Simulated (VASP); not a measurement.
# In2Sb2H10 in VASP: single point with PBE

Aim: the single point of In2Sb2H10 with PBE.

Everything below comes from runs of VASP 6.6.1. Logs are shortened: lines on timing, memory, paths and dates and some standing lists are left out, and cuts for length are marked.

**1. The cell of the first run**

The cell holds a cluster in a box, 14 atoms: a = 15.000 Å, b = 13.600 Å, c = 13.900 Å, α = 90.00°, β = 90.00°, γ = 90.00°.

**2. Single point, PBE**

INCAR

```
  ALGO = Normal
  EDIFF = 1E-6
  ENCUT = 400
  GGA = PE
  GGA_COMPAT = F
  ISIF = 2
  ISMEAR = 0
  LASPH = T
  LCHARG = F
  LREAL = F
  LWAVE = F
  NBANDS = 46
  NELM = 120
  PREC = Accurate
  SIGMA = 0.05
```

KPOINTS

```
k-points
0
Gamma
  1 1 1
```

POSCAR

```
InSbH5
1.0
   15.0000000000      0.0000000000      0.0000000000
    0.0000000000     13.6000000000      0.0000000000
    0.0000000000      0.0000000000     13.9000000000
In Sb H
2 2 10
Direct
    0.4418224168      0.4663685151      0.3616723745
    0.6317704969      0.5135409478      0.6410271746
    0.5767102054      0.3817104055      0.4779186198
    0.3833102204      0.6200162480      0.5115735505
    0.4804497325      0.5496485515      0.2772230242
    0.3395133416      0.4073776319      0.3602298729
    0.5301331413      0.2702624880      0.5052271113
    0.6483753309      0.3357478546      0.3935018418
    0.5206007336      0.5579941252      0.6427089615
    0.7062651753      0.5881288354      0.5787941961
    0.6632216099      0.4332854489      0.7315719728
    0.4406420338      0.7224558307      0.5454775618
    0.3383962767      0.5928823991      0.6209145938
    0.2918610818      0.6838184388      0.4702448988
```

Potentials or basis: VASP PAW PBE potentials, release 64 (In_d, Sb_d_GW, H).

Launch:

```sh
> cat potpaw_PBE.64/In_d/POTCAR potpaw_PBE.64/Sb_d_GW/POTCAR potpaw_PBE.64/H/POTCAR > POTCAR
> mpirun -np 1 vasp_gam > vasp.out
```

OUTCAR:

```text
EDIFF = 1E-6
   ENCUT = 400
   GGA = PE
   ISIF = 2
   ISMEAR = 0
   LASPH = T
   LREAL = F
   NELM = 120
   PREC = Accurate

 ion  position               nearest neighbor table
   1  0.442  0.466  0.362-   5 1.73   6 1.73   3 2.83   4 3.08
   2  0.632  0.514  0.641-  11 1.73  10 1.74   9 1.77   3 3.01
   3  0.577  0.382  0.478-   8 1.71   7 1.71   1 2.83   2 3.01
   4  0.383  0.620  0.512-  13 1.70  12 1.70  14 1.72   1 3.08
   5  0.480  0.550  0.277-   1 1.73
   6  0.340  0.407  0.360-   1 1.73
   7  0.530  0.270  0.505-   3 1.71
   8  0.648  0.336  0.394-   3 1.71
   9  0.521  0.558  0.643-   2 1.77
  10  0.706  0.588  0.579-   2 1.74
  11  0.663  0.433  0.732-   2 1.73
  12  0.441  0.722  0.545-   4 1.70
  13  0.338  0.593  0.621-   4 1.70
  14  0.292  0.684  0.470-   4 1.72

  LATTYP: Found a simple orthorhombic cell.
 ALAT       =    13.6000000000
 B/A-ratio  =     1.0220588235
 C/A-ratio  =     1.1029411765

  Lattice vectors:

 A1 = (   0.0000000000,  13.6000000000,   0.0000000000)
 A2 = (   0.0000000000,   0.0000000000,  13.9000000000)
 A3 = (  15.0000000000,   0.0000000000,   0.0000000000)

Analysis of symmetry for initial positions (statically):
=====================================================================
 Subroutine PRICEL returns:
 Original cell was already a primitive cell.

 Routine SETGRP: Setting up the symmetry group for a
 simple orthorhombic supercell.

 Subroutine GETGRP returns: Found  1 space group operations
 (whereof  1 operations were pure point group operations)
 out of a pool of  8 trial point group operations.

The static configuration has the point symmetry C_1 .

Analysis of symmetry for dynamics (positions and initial velocities):
=====================================================================
 Subroutine PRICEL returns:
 Original cell was already a primitive cell.

 Routine SETGRP: Setting up the symmetry group for a
 simple orthorhombic supercell.

 Subroutine GETGRP returns: Found  1 space group operations
 (whereof  1 operations were pure point group operations)
 out of a pool of  8 trial point group operations.

The dynamic configuration has the point symmetry C_1 .

 Subroutine INISYM returns: Found  1 space group operations
 (whereof  1 operations are pure point group operations),
 and found     1 'primitive' translations

----------------------------------------------------------------------------------------

                                     Primitive cell

  volume of cell :    2835.6000

  direct lattice vectors                    reciprocal lattice vectors
    15.000000000  0.000000000  0.000000000     0.066666667  0.000000000  0.000000000
     0.000000000 13.600000000  0.000000000     0.000000000  0.073529412  0.000000000
     0.000000000  0.000000000 13.900000000     0.000000000  0.000000000  0.071942446

  length of vectors
    15.000000000 13.600000000 13.900000000     0.066666667  0.073529412  0.071942446

  position of ions in fractional coordinates (direct lattice)
     0.441822417  0.466368515  0.361672375
     0.631770497  0.513540948  0.641027175
     0.576710205  0.381710406  0.477918620
     0.383310220  0.620016248  0.511573551
     0.480449732  0.549648551  0.277223024
     0.339513342  0.407377632  0.360229873
     0.530133141  0.270262488  0.505227111
     0.648375331  0.335747855  0.393501842
     0.520600734  0.557994125  0.642708961
     0.706265175  0.588128835  0.578794196
     0.663221610  0.433285449  0.731571973
     0.440642034  0.722455831  0.545477562
     0.338396277  0.592882399  0.620914594
     0.291861082  0.683818439  0.470244899

  ion indices of the primitive-cell ions
   primitive index   ion index
                 1           1
                 2           2
                 3           3
                 4           4
                 5           5
                 6           6
                 7           7
                 8           8
                 9           9
                10          10
                11          11
                12          12
                13          13
                14          14

----------------------------------------------------------------------------------------

 KPOINTS: k-points

Automatic generation of k-mesh.
 Grid dimensions read from file:
 generate k-points for:    1    1    1

 Generating k-lattice:

  Cartesian coordinates                     Fractional coordinates (reciprocal lattice)
     0.066666667  0.000000000  0.000000000     1.000000000  0.000000000  0.000000000
     0.000000000  0.073529412  0.000000000     0.000000000  1.000000000  0.000000000
     0.000000000  0.000000000  0.071942446     0.000000000  0.000000000  1.000000000

  Length of vectors
     0.066666667  0.073529412  0.071942446

  Shift w.r.t. Gamma in fractional coordinates (k-lattice)
     0.000000000  0.000000000  0.000000000

 Subroutine IBZKPT returns following result:
 ===========================================

 Found      1 irreducible k-points:

 Following reciprocal coordinates:
            Coordinates               Weight
  0.000000  0.000000  0.000000      1.000000
   k-points           NKPTS =      1   k-points in BZ     NKDIM =      1   number of bands    NBANDS=     46
   number of dos      NEDOS =    301   number of ions     NIONS =     14
   total plane-waves  NPLWV = 846720
   dimension x,y,z NGX =    98 NGY =   90 NGZ =   96
   dimension x,y,z NGXF=   196 NGYF=  180 NGZF=  192
   ions per type =               2   2  10
   NGX,Y,Z   is equivalent  to a cutoff of  10.86, 11.00, 11.48 a.u.
   NGXF,Y,Z  is equivalent  to a cutoff of  21.72, 22.00, 22.96 a.u.
 SYSTEM =  unknown system
   PREC   = accura    normal or accurate (medium, high low for compatibility)
   ISTART =      0    job   : 0-new  1-cont  2-samecut
   ICHARG =      2    charge: 1-file 2-atom 10-const
   ISPIN  =      1    spin polarized calculation?
   LNONCOLLINEAR =      F non collinear calculations
   LSORBIT =      F    spin-orbit coupling
   LASPH  =      T    aspherical Exc in radial PAW
   ENCUT  =  400.0 eV  29.40 Ry    5.42 a.u.  24.46 22.18 22.67*2*pi/ulx,y,z
   NELM   =    120;   NELMIN=  2; NELMDL= -5     # of ELM steps
   EDIFF  = 0.1E-05   stopping-criterion for ELM
   LREAL  =      F    real-space projection
   EDIFFG = 0.1E-04   stopping-criterion for IOM
   NSW    =      0    number of steps for IOM
   IBRION =     -1    ionic relax: 0-MD 1-quasi-New 2-CG
   NFREE  =      0    steps in history (QN), initial steepest desc. (CG)
   ISIF   =      2    stress and relaxation
   ISYM   =      2    0-nonsym 1-usesym 2-fastsym
   POTIM  = 0.5000    time-step for ionic-motion
   TEBEG  =    0.0;   TEEND  =   0.0 temperature during run
   PSTRESS=    0.0 pullay stress
   NELECT =      66.0000    total number of electrons
   NUPDOWN=      -1.0000    fix difference up-down
   EMIN   =  10.00;   EMAX   =-10.00  energy-range for DOS
   EFERMI =   0.00;   METHOD = LEGACY
   ISMEAR =     0;   SIGMA  =   0.05  broadening in eV -4-tet -1-fermi 0-gaus
   EFERMI_NEDOS =   21; number of points for ismear=-14 and -15
   IALGO  =     38    algorithm
   IMIX   =      4    mixing-type and parameters
     AMIX     =   0.40;   BMIX     =  1.00
     AMIX_MAG =   1.60;   BMIX_MAG =  1.00
  volume/ion in A,a.u.               =     202.54      1366.83
  Fermi-wavevector in a.u.,A,eV,Ry     =   0.467421  0.883297  2.972628  0.218482
  Thomas-Fermi vector in A             =   1.457833
   LORBIT       =      0    0 simple, 1 ext, 2 COOP (PROOUT), +10 PAW based schemes
   GGA     = PE    functional components
   LHFCALC =     F    Hartree Fock is set to
   AEXX    =    0.0000 exact exchange contribution
   IVDW    =     0    specifies the selected vdW correction
   LEPSILON=     F    determine dielectric tensor
   LRPA    =     F    only Hartree local field effects (RPA)
 non-spin polarized calculation
 Gauss-broadening in eV      SIGMA  =   0.05
  energy-cutoff  :      400.00
  volume of cell :     2835.60
 maximum number of plane-waves:     25759
 NGX is ok and might be reduce to    98
   NGX = 49   NGY = 45   NGZ = 45

 number of electron      66.0000016 magnetization

 Free energy of the ion-electron system (eV)
  ---------------------------------------------------
  ext. energy  EPLUGINS =         0.00000000
  ---------------------------------------------------
  free energy    TOTEN  =       -42.91721089 eV

  energy without entropy =      -42.91721089  energy(sigma->0) =      -42.91721089

 E-fermi :  -5.2975     XC(G=0):  -1.1238

 val. band max:       -5.6074564572   @ k =   0.0000   0.0000   0.0000
 cond. band min:      -1.7514248653   @ k =   0.0000   0.0000   0.0000
 fundamental gap:      3.8560315919
 Fermi energy:        -5.2975138484

 k-point     1 :       0.0000    0.0000    0.0000
  band No.  band energies     occupation
      1     -33.5474      2.00000
      2     -33.5440      2.00000
      3     -33.4546      2.00000
      4     -33.4502      2.00000
      5     -33.4036      2.00000
      6     -32.8771      2.00000
[... 37 lines left out ...]
     44       0.5476      0.00000
     45       0.6059      0.00000
 [bands above 45 left out]

------------------------ aborting loop because EDIFF is reached ----------------------------------------

  FORCE on cell =-STRESS in cart. coord.  units (eV):
  Direction    XX          YY          ZZ          XY          YZ          ZX
  --------------------------------------------------------------------------------------
  -------------------------------------------------------------------------------------
  Total       -0.5603515     -0.6637262     -0.6167750      0.0138470      0.0009465     -0.0315960
  in kB       -0.3166111     -0.3750202     -0.3484916      0.0078239      0.0005348     -0.0178524
  external PRESSURE =      -0.3467076 kB  Pullay stress =       0.0000000 kB

 VOLUME and BASIS-vectors are now :
 -----------------------------------------------------------------------------
  energy-cutoff  :      400.00
  volume of cell :     2835.60
      direct lattice vectors                 reciprocal lattice vectors
    15.000000000  0.000000000  0.000000000     0.066666667  0.000000000  0.000000000
     0.000000000 13.600000000  0.000000000     0.000000000  0.073529412  0.000000000
     0.000000000  0.000000000 13.900000000     0.000000000  0.000000000  0.071942446

 POSITION                                       TOTAL-FORCE (eV/Angst)
 -----------------------------------------------------------------------------------
      6.62734      6.34261      5.02725        -0.008314     -0.004890     -0.001196
      9.47656      6.98416      8.91028         0.006762      0.012436     -0.006628
      8.65065      5.19126      6.64307        -0.013410      0.012613      0.031855
      5.74965      8.43222      7.11087         0.026242      0.002470     -0.019356
      7.20675      7.47522      3.85340         0.002842      0.009014     -0.002442
      5.09270      5.54034      5.00720        -0.006646     -0.009197      0.001783
      7.95200      3.67557      7.02266        -0.004333     -0.007504      0.000486
      9.72563      4.56617      5.46968         0.026074     -0.002080     -0.028558
      7.80901      7.58872      8.93365        -0.007630      0.003577     -0.003680
     10.59398      7.99855      8.04524         0.004388     -0.009889      0.001449
      9.94832      5.89268     10.16885        -0.000985     -0.007169      0.008338
      6.60963      9.82540      7.58214         0.012528     -0.002509      0.003209
      5.07594      8.06320      8.63071        -0.020482      0.003357      0.010047
      4.37792      9.29993      6.53640        -0.017038     -0.000229      0.004693
 -----------------------------------------------------------------------------------
    total drift:                                0.000240     -0.001038      0.001721

  FREE ENERGIE OF THE ION-ELECTRON SYSTEM (eV)
  ---------------------------------------------------
  free  energy   TOTEN  =       -42.9172108901 eV

  energy  without entropy=      -42.9172108901  energy(sigma->0) =      -42.91721089
```

Run time: 3.8 min. Hardware: 1 thread of Intel Xeon 6975P-C (Granite Rapids), shared host; peak memory 1.4 GiB.

What came out:

```yaml
Free_energy: -42.9172 eV
Largest_force: 0.039 eV/Å
Gap_between_the_frontier_levels: 3.86 eV
```

Forces on the atoms (eV/Å):
```
In  -0.008 -0.005 -0.001
In   0.007  0.012 -0.007
Sb  -0.013  0.013  0.032
Sb   0.026  0.002 -0.019
H    0.003  0.009 -0.002
H   -0.007 -0.009  0.002
H   -0.004 -0.008  0.000
H    0.026 -0.002 -0.029
H   -0.008  0.004 -0.004
H    0.004 -0.010  0.001
H   -0.001 -0.007  0.008
H    0.013 -0.003  0.003
H   -0.020  0.003  0.010
H   -0.017  0.000  0.005
```

Levels at points of the mesh, in eV from the valence-band top:
| k point | band 30 | band 31 | band 32 | band 33 | band 34 | band 35 | band 36 | band 37 |
| --- | --- | --- | --- | --- | --- | --- | --- | --- |
| (0.00, 0.00, 0.00) | -1.15 | -0.49 | -0.39 | 0.00 | 3.86 | 4.25 | 4.45 | 4.60 |

Caveat: spin-orbit coupling is left out, which moves the levels of the heavy elements.
